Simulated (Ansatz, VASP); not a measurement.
# Two plane-wave programs on TiAl2

```xyz
12
Lattice="3.9007 0.0000 0.0000 0.0000 3.9724 0.0000 0.0000 0.0000 25.1697" Properties=species:S:1:pos:R:3 pbc="T T T"
Al    1.9503    0.0000    7.4645
Al    0.0000    1.9862    7.4595
Al    1.9503    1.9862    9.5505
Al    0.0000    1.9862   11.4395
Al    0.0000    0.0000   13.5434
Al    1.9503    1.9862   13.5334
Al    0.0000    1.9862   15.6570
Al    1.9503    1.9862   17.5497
Ti    0.0000    0.0000    9.4080
Ti    1.9503    0.0000   11.6416
Ti    1.9503    0.0000   15.4574
Ti    0.0000    0.0000   17.5582
```

Alike in both runs: functional PBEsol; k mesh 9 × 9 × 1; occupations gaussian, width 0.1 eV; no spin polarisation.

Ansatz relaxed the structure, and its values are those at the end. VASP's run is a single point on that final structure, the one shown.

|  | VASP | Ansatz |
| --- | --- | --- |
| version | VASP 6.6.1 | Ansatz 0.2.0 |
| potentials or method | VASP PAW PBE potentials, release 64 (Al, Ti_sv), cutoff 520 eV | scalar-relativistic, plane waves, PAW |
| valence electrons in the cell | 72 | 72 |

VASP gave:

| Quantity | Value |
| --- | --- |
| gap on the k mesh at the Fermi level (eV) | none |
| rms of the force components (eV/Å) | 0.004 |

Task: What did Ansatz give for the same quantities?

Result: gap on the k mesh at the Fermi level (eV): none; rms of the force components (eV/Å): 0.002.

VASP's potentials were made for PBE, not for PBEsol. A gap of «none» marks a metal or a gap that the smearing closes. Ansatz's warnings: xc potential rough in thin density.
